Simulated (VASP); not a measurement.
Write the native input for VASP 6.6.1 that does the following.

```
Task                   : single point
Functional             : PBE
Potentials or basis    : VASP PAW PBE potentials, release 64 (Cr_pv, Tl_d)
Cutoff                 : 530 eV
k mesh                 : 4 × 4 × 4
Occupations            : gaussian, width 0.1 eV
Spin                   : collinear spin, ferromagnetic start
Starting moments       : [3.0, 3.0, 3.0, 3.0, 0.0, 0.0] μB
Dipole correction      : no
Second try             : not_converged
Further INCAR settings : ALGO = All; EDIFF = 1e-06; NBANDS = 50
```

The structure of TlCr2 lies in POSCAR:

```
TlCr2
1.0
    0.0000000000      3.7561505886      3.7561505886
    3.7561505886      0.0000000000      3.7561505886
    3.7561505886      3.7561505886      0.0000000000
Cr Tl
4 2
Direct
    0.6250000000      0.6250000000      0.6250000000
    0.1250000000      0.6250000000      0.6250000000
    0.6250000000      0.6250000000      0.1250000000
    0.6250000000      0.1250000000      0.6250000000
    0.0000000000      0.0000000000      0.0000000000
    0.2500000000      0.2500000000      0.2500000000
```

These files were run (other wordings do the same):

INCAR

```
PREC = Accurate
ENCUT = 530
EDIFF = 1E-6
ISMEAR = 0
SIGMA = 0.1
LREAL = F
LASPH = T
NELM = 300
ALGO = All
ISIF = 2
LWAVE = F
LCHARG = F
ISPIN = 2
MAGMOM = 3 3 3 3 0 0
LORBIT = 11
LMAXMIX = 4
GGA = PE
NBANDS = 50
GGA_COMPAT = F
ISEARCH = 1
KPAR = 4
```

KPOINTS

```
regular mesh
0
Gamma
  4 4 4
```

Potentials or basis: VASP PAW PBE potentials, release 64 (Cr_pv, Tl_d).

The run is started by

```console
$ cat potpaw_PBE.64/Cr_pv/POTCAR potpaw_PBE.64/Tl_d/POTCAR > POTCAR
$ mpirun -np 4 vasp_std > vasp.out
```

Results of the run:

| Item | Value |
| --- | --- |
| Pressure | -14.5 GPa |
| Net moment | -0.93 μB per cell |
| Site moments | Cr -0.23; Tl +0.01 μB |
| Valence electrons inside the program's atomic spheres | Cr 10.66; Tl 11.27 |

Caveat: the k points lie up to 0.36 Å⁻¹ apart.

It took 2.7 min on 4 MPI ranks on Intel(R) Xeon(R) Platinum 8375C CPU @ 2.90GHz (Ice Lake), with other jobs on the host, peak memory 0.37 GiB a rank.
